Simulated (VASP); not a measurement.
**Si: single point with r2SCAN**

The system is Si.

```
CELL_PARAMETERS angstrom
0.00000 2.88545 2.72212
2.88545 0.00000 2.72212
2.88545 2.88545 0.00000
ATOMIC_POSITIONS crystal
Si 0.00000 0.00000 0.00000
Si 0.25000 0.25000 0.25000
```

This cell differs from its parent crystal: biaxial xy strain +6.0%.

```yaml
Program: VASP 6.6.1
Task: single point
Functional: r2SCAN
Potentials_or_basis: VASP PAW PBE potentials, release 64 (Si)
Cutoff: 520 eV
k_mesh: 8 × 8 × 8
Occupations: gaussian, width 0.01 eV
Spin: no spin polarisation
```

```
Pressure               : -9.0 GPa
Band gap on the k mesh : 0.38 eV (least direct gap 2.22 eV)
```

Stress tensor (GPa, compression positive):
```
-10.84   0.00   0.00
  0.00 -10.84   0.00
  0.00   0.00  -5.38
```

Levels at points of the mesh, in eV from the valence-band top:
| k point | band 1 | band 2 | band 3 | band 4 | band 5 | band 6 | band 7 | band 8 |
| --- | --- | --- | --- | --- | --- | --- | --- | --- |
| (0.00, 0.00, 0.00) | -11.95 | -0.39 | -0.39 | 0.00 | 2.22 | 2.28 | 2.53 | 2.53 |
| (0.50, 0.00, 0.00) | -9.80 | -6.97 | -1.66 | -1.17 | 1.06 | 3.17 | 3.64 | 7.87 |
| (0.50, 0.50, 0.00) | -7.83 | -7.83 | -3.21 | -3.21 | 0.57 | 0.57 | 9.48 | 9.48 |
| (0.50, 0.00, 0.50) | -8.13 | -8.13 | -2.80 | -2.80 | 1.02 | 1.02 | 9.23 | 9.23 |

It took 40 s on 1 thread of Intel(R) Xeon(R) 6975P-C (Granite Rapids), on a shared host, peak memory 0.17 GiB.

Caveat: the cell differs from its parent crystal (biaxial xy strain +6.0%); the cell stands under tension; the PAW data sets were made with another functional, which shifts forces and pressure a little. A k mesh can miss the band edges.
